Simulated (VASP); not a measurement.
# TaH3Br (P4/mmm) in VASP: relaxation of cell and atoms with PBE

Aim: the relaxation of cell and atoms of TaH3Br with PBE.

Program: VASP 6.6.1. These are calculated values, not measurements. Logs are shortened: lines on timing, memory, paths and dates and some standing lists are left out, and cuts for length are marked.

## (1) The cell of the first run

The structure is tetragonal, space group P4/mmm (No. 123). Conventional cell: a = 3.951 Å, b = 3.951 Å, c = 4.440 Å, α = 90.00°, β = 90.00°, γ = 90.00°. Ta (site symmetry 4/mmm) has 6 H at 1.98 to 2.22 Å within 2.6 Å. H (site symmetry 4/mmm) has 2 Ta at 2.22 Å and 4 Br at 2.79 Å within 2.9 Å. Within 2.6 Å of H (site symmetry mmm) lie 2 Ta at 1.98 Å. Br (site symmetry 4/mmm) has 12 H at 2.79 to 2.97 Å and 8 Ta at 3.57 Å within 3.7 Å.

## (2) Relaxation of cell and atoms, PBE, collinear spin, ferromagnetic start

The input, INCAR:

```
PREC = Accurate
ENCUT = 600
EDIFF = 1E-6
ISMEAR = 0
SIGMA = 0.1
LREAL = F
LASPH = T
NELM = 150
ALGO = Normal
ISIF = 3
LWAVE = F
LCHARG = F
ISPIN = 2
MAGMOM = 1 0 0 0 0
LORBIT = 11
LMAXMIX = 4
GGA = PE
IBRION = 2
NSW = 90
EDIFFG = -0.04
```

The input, KPOINTS:

```
regular mesh
0
Gamma
  4 4 4
```

The input, POSCAR:

```
TaH3Br
1.0
    3.9509250400      0.0000000000      0.0000000000
    0.0000000000      3.9509250400      0.0000000000
    0.0000000000      0.0000000000      4.4402795100
Ta H Br
1 3 1
Direct
    0.0000000000      0.0000000000      0.0000000000
    0.0000000000      0.0000000000      0.5000000000
    0.0000000000      0.5000000000      0.0000000000
    0.5000000000      0.0000000000      0.0000000000
    0.5000000000      0.5000000000      0.5000000000
```

Potentials or basis: VASP PAW PBE potentials, release 64 (Ta_pv, H, Br).

Command:

```bash
$ cat potpaw_PBE.64/Ta_pv/POTCAR potpaw_PBE.64/H/POTCAR potpaw_PBE.64/Br/POTCAR > POTCAR
$ mpirun -np 1 vasp_std > vasp.out
```

OUTCAR:

```text
PREC = Accurate
   ENCUT = 600
   EDIFF = 1E-6
   ISMEAR = 0
   LREAL = F
   LASPH = T
   NELM = 150
   ISIF = 3
   ISPIN = 2
   LORBIT = 11
   GGA = PE
   IBRION = 2
   NSW = 90
   EDIFFG = -0.04

 ion  position               nearest neighbor table
   1  0.000  0.000  0.000-   3 1.98   4 1.98   3 1.98   4 1.98   2 2.22   2 2.22
   2  0.000  0.000  0.500-   1 2.22   1 2.22
   3  0.000  0.500  0.000-   1 1.98   1 1.98
   4  0.500  0.000  0.000-   1 1.98   1 1.98
   5  0.500  0.500  0.500-

  LATTYP: Found a simple tetragonal cell.
 ALAT       =     3.9509250400
 C/A-ratio  =     1.1238582016

  Lattice vectors:

 A1 = (   3.9509250400,   0.0000000000,   0.0000000000)
 A2 = (   0.0000000000,   3.9509250400,   0.0000000000)
 A3 = (   0.0000000000,   0.0000000000,   4.4402795100)

Analysis of symmetry for initial positions (statically):
=====================================================================
 Subroutine PRICEL returns:
 Original cell was already a primitive cell.

 Routine SETGRP: Setting up the symmetry group for a
 simple tetragonal supercell.

 Subroutine GETGRP returns: Found 16 space group operations
 (whereof 16 operations were pure point group operations)
 out of a pool of 16 trial point group operations.

The static configuration has the point symmetry D_4h.

Analysis of symmetry for dynamics (positions and initial velocities):
=====================================================================
 Subroutine PRICEL returns:
 Original cell was already a primitive cell.

 Routine SETGRP: Setting up the symmetry group for a
 simple tetragonal supercell.

 Subroutine GETGRP returns: Found 16 space group operations
 (whereof 16 operations were pure point group operations)
 out of a pool of 16 trial point group operations.

The dynamic configuration has the point symmetry D_4h.

Analysis of structural, dynamic, and magnetic symmetry:
=====================================================================
 Subroutine PRICEL returns:
 Original cell was already a primitive cell.

 Routine SETGRP: Setting up the symmetry group for a
 simple tetragonal supercell.

 Subroutine GETGRP returns: Found 16 space group operations
 (whereof 16 operations were pure point group operations)
 out of a pool of 16 trial point group operations.

The overall configuration has the point symmetry D_4h.

 Subroutine INISYM returns: Found 16 space group operations
 (whereof 16 operations are pure point group operations),
 and found     1 'primitive' translations

----------------------------------------------------------------------------------------

                                     Primitive cell

  volume of cell :      69.3119

  direct lattice vectors                    reciprocal lattice vectors
     3.950925040  0.000000000  0.000000000     0.253105283  0.000000000  0.000000000
     0.000000000  3.950925040  0.000000000     0.000000000  0.253105283  0.000000000
     0.000000000  0.000000000  4.440279510     0.000000000  0.000000000  0.225211048

  length of vectors
     3.950925040  3.950925040  4.440279510     0.253105283  0.253105283  0.225211048

  position of ions in fractional coordinates (direct lattice)
     0.000000000  0.000000000  0.000000000
     0.000000000  0.000000000  0.500000000
     0.000000000  0.500000000  0.000000000
     0.500000000  0.000000000  0.000000000
     0.500000000  0.500000000  0.500000000

  ion indices of the primitive-cell ions
   primitive index   ion index
                 1           1
                 2           2
                 3           3
                 4           4
                 5           5

----------------------------------------------------------------------------------------

 KPOINTS: regular mesh

Automatic generation of k-mesh.
 Grid dimensions read from file:
 generate k-points for:    4    4    4

 Generating k-lattice:

  Cartesian coordinates                     Fractional coordinates (reciprocal lattice)
     0.063276321  0.000000000  0.000000000     0.250000000  0.000000000  0.000000000
     0.000000000  0.063276321  0.000000000     0.000000000  0.250000000  0.000000000
     0.000000000  0.000000000  0.056302762     0.000000000  0.000000000  0.250000000

  Length of vectors
     0.063276321  0.063276321  0.056302762

  Shift w.r.t. Gamma in fractional coordinates (k-lattice)
     0.000000000  0.000000000  0.000000000

 Subroutine IBZKPT returns following result:
 ===========================================

 Found     18 irreducible k-points:

 Following reciprocal coordinates:
            Coordinates               Weight
  0.000000  0.000000  0.000000      1.000000
  0.250000  0.000000  0.000000      4.000000
  0.500000  0.000000  0.000000      2.000000
  0.250000  0.250000  0.000000      4.000000
  0.500000  0.250000  0.000000      4.000000
  0.500000  0.500000  0.000000      1.000000
[... 10 lines left out ...]
  0.500000  0.250000  0.500000      4.000000
  0.500000  0.500000  0.500000      1.000000
   k-points           NKPTS =     18   k-points in BZ     NKDIM =     18   number of bands    NBANDS=     15
   number of dos      NEDOS =    301   number of ions     NIONS =      5
   total plane-waves  NPLWV =  36864
   dimension x,y,z NGX =    32 NGY =   32 NGZ =   36
   dimension x,y,z NGXF=    64 NGYF=   64 NGZF=   72
   ions per type =               1   3   1
   NGX,Y,Z   is equivalent  to a cutoff of  13.46, 13.46, 13.48 a.u.
   NGXF,Y,Z  is equivalent  to a cutoff of  26.93, 26.93, 26.96 a.u.
 SYSTEM =  unknown system
   PREC   = accura    normal or accurate (medium, high low for compatibility)
   ISTART =      0    job   : 0-new  1-cont  2-samecut
   ICHARG =      2    charge: 1-file 2-atom 10-const
   ISPIN  =      2    spin polarized calculation?
   LNONCOLLINEAR =      F non collinear calculations
   LSORBIT =      F    spin-orbit coupling
   LASPH  =      T    aspherical Exc in radial PAW
   ENCUT  =  600.0 eV  44.10 Ry    6.64 a.u.   7.89  7.89  8.87*2*pi/ulx,y,z
   NELM   =    150;   NELMIN=  2; NELMDL= -5     # of ELM steps
   EDIFF  = 0.1E-05   stopping-criterion for ELM
   LREAL  =      F    real-space projection
   EDIFFG = -.4E-01   stopping-criterion for IOM
   NSW    =     90    number of steps for IOM
   IBRION =      2    ionic relax: 0-MD 1-quasi-New 2-CG
   NFREE  =      1    steps in history (QN), initial steepest desc. (CG)
   ISIF   =      3    stress and relaxation
   ISYM   =      2    0-nonsym 1-usesym 2-fastsym
   POTIM  = 0.5000    time-step for ionic-motion
   TEBEG  =    0.0;   TEEND  =   0.0 temperature during run
   PSTRESS=    0.0 pullay stress
   NELECT =      21.0000    total number of electrons
   NUPDOWN=      -1.0000    fix difference up-down
   EMIN   =  10.00;   EMAX   =-10.00  energy-range for DOS
   EFERMI =   0.00;   METHOD = LEGACY
   ISMEAR =     0;   SIGMA  =   0.10  broadening in eV -4-tet -1-fermi 0-gaus
   EFERMI_NEDOS =   21; number of points for ismear=-14 and -15
   IALGO  =     38    algorithm
   IMIX   =      4    mixing-type and parameters
     AMIX     =   0.40;   BMIX     =  1.00
     AMIX_MAG =   1.60;   BMIX_MAG =  1.00
  volume/ion in A,a.u.               =      13.86        93.55
  Fermi-wavevector in a.u.,A,eV,Ry     =   1.099542  2.077834 16.449354  1.208993
  Thomas-Fermi vector in A             =   2.235939
   LORBIT       =     11    0 simple, 1 ext, 2 COOP (PROOUT), +10 PAW based schemes
   GGA     = PE    functional components
   LHFCALC =     F    Hartree Fock is set to
   AEXX    =    0.0000 exact exchange contribution
   IVDW    =     0    specifies the selected vdW correction
   LEPSILON=     F    determine dielectric tensor
   LRPA    =     F    only Hartree local field effects (RPA)
 conjugate gradient relaxation of ions
 spin polarized calculation
 Gauss-broadening in eV      SIGMA  =   0.10
  energy-cutoff  :      600.00
  volume of cell :       69.31
 maximum number of plane-waves:      2332
 NGX is ok and might be reduce to    32
   NGX = 15   NGY = 15   NGZ = 17

--------------------------------------- Ionic step        1  -------------------------------------------

 number of electron      21.0000000 magnetization       0.9732430

 Free energy of the ion-electron system (eV)
  ---------------------------------------------------
  ext. energy  EPLUGINS =         0.00000000
  ---------------------------------------------------
  free energy    TOTEN  =       -20.65139293 eV

  energy without entropy =      -20.63853674  energy(sigma->0) =      -20.64496483

 E-fermi :   2.0626     XC(G=0):  -9.5382

 val. band max:        2.0478995617   @ k =   0.5000   0.0000   0.2500
 cond. band min:       2.0627048693   @ k =   0.5000   0.2500   0.5000
 fundamental gap:      0.0148053076
 Fermi energy:         2.0626074932

 spin component 1

 k-point     1 :       0.0000    0.0000    0.0000
  band No.  band energies     occupation
      1     -34.3962      1.00000
      2     -34.3422      1.00000
      3     -34.3422      1.00000
      4     -12.8740      1.00000
      5      -4.4791      1.00000
      6      -3.1851      1.00000
      7      -2.2178      1.00000
      8      -0.8899      1.00000
      9      -0.1931      1.00000
     10      -0.1931      1.00000
     11       2.2110      0.01791
     12       2.2110      0.01791
     13       2.3138      0.00019
     14       7.7513      0.00000
     15       8.6324      0.00000
[... 289 lines left out ...]
 k-point    18 :       0.5000    0.5000    0.5000
  band No.  band energies     occupation
      1     -34.3997      1.00000
      2     -34.3758      1.00000
      3     -34.3758      1.00000
      4     -12.4025      1.00000
      5      -1.9679      1.00000
      6      -1.9679      1.00000
      7      -1.8960      1.00000
      8      -1.0791      1.00000
      9      -1.0791      1.00000
     10      -0.5751      1.00000
     11       2.1375      0.14476
     12       2.6172      0.00000
     13       2.6494      0.00000
     14       2.8391      0.00000
     15       2.8391      0.00000
 Fermi energy:         2.0626074932

 spin component 2

 k-point     1 :       0.0000    0.0000    0.0000
  band No.  band energies     occupation
      1     -33.8598      1.00000
      2     -33.7622      1.00000
      3     -33.7622      1.00000
      4     -12.9543      1.00000
      5      -4.2388      1.00000
      6      -3.0578      1.00000
      7      -2.0620      1.00000
      8      -0.9270      1.00000
      9      -0.2506      1.00000
     10      -0.2506      1.00000
     11       3.0800      0.00000
     12       3.0800      0.00000
     13       3.4553      0.00000
     14       8.0791      0.00000
     15       9.0239      0.00000
[... 613 lines left out ...]
  energy  without entropy=      -21.4638992157  energy(sigma->0) =      -21.46910940

--------------------------------------- Ionic step        9  -------------------------------------------

 number of electron      20.9999995 magnetization       0.0609130

 Free energy of the ion-electron system (eV)
  ---------------------------------------------------
  ext. energy  EPLUGINS =         0.00000000
  ---------------------------------------------------
  free energy    TOTEN  =       -21.47491911 eV

  energy without entropy =      -21.46454038  energy(sigma->0) =      -21.46972974

 E-fermi :   4.2055     XC(G=0): -10.5700

 val. band max:        4.0464189277   @ k =   0.2500   0.2500   0.2500
 cond. band min:       4.2498920336   @ k =   0.2500   0.0000   0.2500
 fundamental gap:      0.2034731059
 Fermi energy:         4.2055260380

 spin component 1

 k-point     1 :       0.0000    0.0000    0.0000
  band No.  band energies     occupation
      1     -31.8988      1.00000
      2     -31.8986      1.00000
      3     -31.8986      1.00000
      4     -12.1122      1.00000
      5      -2.6227      1.00000
      6      -1.9093      1.00000
      7      -1.9074      1.00000
      8       0.7706      1.00000
      9       0.7706      1.00000
     10       0.7728      1.00000
     11       4.7649      0.00000
     12       4.7659      0.00000
     13       4.7659      0.00000
     14      11.8214      0.00000
     15      11.8215      0.00000
[... 289 lines left out ...]
 k-point    18 :       0.5000    0.5000    0.5000
  band No.  band energies     occupation
      1     -31.9531      1.00000
      2     -31.9528      1.00000
      3     -31.9528      1.00000
      4     -11.2128      1.00000
      5      -1.3157      1.00000
      6      -1.3153      1.00000
      7      -1.3153      1.00000
      8       0.5285      1.00000
      9       0.5292      1.00000
     10       0.5292      1.00000
     11       4.9879      0.00000
     12       4.9884      0.00000
     13       5.7303      0.00000
     14       5.7303      0.00000
     15       5.7307      0.00000
 Fermi energy:         4.2055260380

 spin component 2

 k-point     1 :       0.0000    0.0000    0.0000
  band No.  band energies     occupation
      1     -31.8623      1.00000
      2     -31.8621      1.00000
      3     -31.8621      1.00000
      4     -12.1170      1.00000
      5      -2.6105      1.00000
      6      -1.9013      1.00000
      7      -1.8994      1.00000
      8       0.7681      1.00000
      9       0.7681      1.00000
     10       0.7703      1.00000
     11       4.8300      0.00000
     12       4.8308      0.00000
     13       4.8308      0.00000
     14      11.8256      0.00000
     15      11.8258      0.00000
[... 336 lines left out ...]
  FREE ENERGIE OF THE ION-ELECTRON SYSTEM (eV)
  ---------------------------------------------------
  free  energy   TOTEN  =       -21.4749191059 eV

  energy  without entropy=      -21.4645403813  energy(sigma->0) =      -21.46972974

 reached required accuracy - stopping structural energy minimisation

 total charge

# of ion       s       p       d       tot
------------------------------------------
    1        0.293   6.143   2.094   8.530
    2        0.586   0.011   0.000   0.597
    3        0.586   0.011   0.000   0.597
    4        0.586   0.011   0.000   0.597
    5        1.659   3.091   0.037   4.786
--------------------------------------------------
tot          3.708   9.267   2.130  15.106

 magnetization (x)

# of ion       s       p       d       tot
------------------------------------------
    1        0.001   0.000   0.053   0.054
    2       -0.001   0.000   0.000  -0.001
    3       -0.001   0.000   0.000  -0.001
    4       -0.001   0.000   0.000  -0.001
    5       -0.000  -0.007   0.001  -0.007
--------------------------------------------------
tot         -0.003  -0.007   0.054   0.044
```

It took 4.3 min on 1 thread of Intel Xeon Platinum 8259CL at 2.50GHz (Skylake/Cascade Lake), shared host; peak memory 0.25 GiB.

Results:

```yaml
Free_energy: -21.4749 eV
Relaxed_volume: 11.06 Å³/atom
Relaxed_cell: a = 3.810 Å, b = 3.810 Å, c = 3.809 Å, α = 90.00°, β = 90.00°, γ = 90.00°
Space_group_after_relaxing_to_0.05_Å: Pm-3m (No. 221)
Energy_gained_by_relaxing: 164.7 meV/atom
Ionic_steps: 9
Pressure_after_relaxing: -0.1 GPa
Net_moment: 0.06 μB per cell
Site_moments: Ta +0.05; H -0.00; Br -0.01 μB
Valence_electrons_inside_the_program's_atomic_spheres: Ta 8.53; H 0.60; Br 4.79
```

Step by step:
| step | energy change (eV) | largest force (eV/Å) | pressure (GPa) | volume (Å³) |
| --- | --- | --- | --- | --- |
| 1 | 0.0000 | 0.0000 | -11.34 | 69.31 |
| 2 | -0.6255 | 0.0000 | -5.56 | 59.90 |
| 3 | -0.7686 | 0.0000 | 0.10 | 55.22 |
| 4 | -0.7726 | 0.0000 | 1.72 | 54.27 |
| 5 | -0.7725 | 0.0000 | 1.24 | 54.54 |
| 6 | -0.8159 | 0.0000 | 0.79 | 54.77 |
| 7 | -0.8229 | 0.0000 | 0.58 | 54.88 |
| 8 | -0.8229 | 0.0000 | 0.57 | 54.89 |
| 9 | -0.8235 | 0.0000 | -0.08 | 55.28 |

Final structure:
```yaml
crystal:
  lattice:
    - [3.80967, 0.00000, 0.00000]
    - [0.00000, 3.80967, 0.00000]
    - [0.00000, 0.00000, 3.80870]
  atoms:
    - { symbol: Ta, position: [0.00000, 0.00000, 0.00000] }
    - { symbol: H, position: [0.00000, 0.00000, 0.50000] }
    - { symbol: H, position: [0.00000, 0.50000, 0.00000] }
    - { symbol: H, position: [0.50000, 0.00000, 0.00000] }
    - { symbol: Br, position: [0.50000, 0.50000, 0.50000] }
```

Caveat: the k points lie up to 0.41 Å⁻¹ apart in the final cell; the volume moved by over 15 % at a fixed basis, so the end points are rough; spin-orbit coupling is left out, which moves the levels of the heavy elements.
